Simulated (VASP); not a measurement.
Here is a VASP 6.6.1 calculation.

Contents of INCAR:

```
ALGO     = Normal         # electronic algorithm
EDIFF    = 1E-7           # SCF threshold, eV
ENCUT    = 520            # plane-wave cutoff, eV
GGA      = CA             # functional
ISIF     = 2              # what is computed and relaxed
ISMEAR   = -1             # smearing method
LASPH    = T              # aspherical terms in the spheres
LCHARG   = F              # write CHGCAR
LREAL    = F              # projectors in reciprocal space
LWAVE    = F              # write WAVECAR
NBANDS   = 24             # bands
NELM     = 80             # most SCF steps
PREC     = Accurate       # precision mode
SIGMA    = 0.02           # smearing width, eV
```

The input KPOINTS:

```
k-points
0
Gamma
  6 6 6
```

The input POSCAR:

```
ScF3
1.0
    3.9723255000      0.0000000000      0.0000000000
    0.0000000000      3.9723255000      0.0000000000
    0.0000000000      0.0000000000      4.0124500000
Sc F
1 3
Direct
    0.0000000000      0.0000000000      0.0000000000
    0.5000000000      0.0000000000      0.0000000000
    0.0000000000      0.5000000000      0.0000000000
    0.0000000000      0.0000000000      0.5000000000
```

Potentials or basis: VASP PAW LDA potentials, release 64 (Sc_sv, F).

Run with:

```bash
$ cat potpaw_LDA.64/Sc_sv/POTCAR potpaw_LDA.64/F/POTCAR > POTCAR
$ mpirun -np 1 vasp_std > vasp.out
```

(1) Predict the pressure.

(2) Predict the band gap on the k mesh.

Results:

(1) -0.3 GPa.

(2) 6.26 eV, indirect (least direct gap 6.78 eV).

Caveat: the cell differs from its parent crystal (equal xx and yy strain of -1 %).
